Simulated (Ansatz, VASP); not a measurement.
# One calculation of Lu2NF3, two programs

```xyz
6
Lattice="3.9047 0.0000 0.0000 0.0000 3.9047 0.0000 0.0000 0.0000 5.5480" Properties=species:S:1:pos:R:3 pbc="T T T"
Lu    1.9524    0.0000    4.4524
Lu    0.0000    1.9524    1.0956
N     1.9524    1.9524    0.0000
F     1.9524    0.0000    2.3151
F     0.0000    1.9524    3.2329
F     0.0000    0.0000    0.0000
```

Change from the starting cell: species swapped into the Hf2Sb3Pd type (P-4m2, No. 115).

Alike in both runs: functional PBE; k mesh 6 × 6 × 4; occupations gaussian, width 0.1 eV; no spin polarisation.

Ansatz relaxed the structure, and its values are those at the end. VASP's run is a single point on that final structure, the one shown.

```csv
,VASP,Ansatz
version,VASP 6.6.1,Ansatz 0.2.0
potentials or method,"VASP PAW PBE potentials, release 64 (Lu, N, F), cutoff 520 eV","scalar-relativistic, plane waves, PAW"
valence electrons in the cell,76,76
```

```tsv
	VASP	Ansatz	Ansatz less VASP
gap on the k mesh at the Fermi level (eV)	1.53	1.56	+0.026
least direct gap on the mesh (eV)	2.65	2.67	+0.023
pressure (GPa)	0.9	0.0	-0.81
rms of the force components (eV/Å)	0.035	0.005	-0.0300
```

Neither program's run includes spin-orbit coupling.
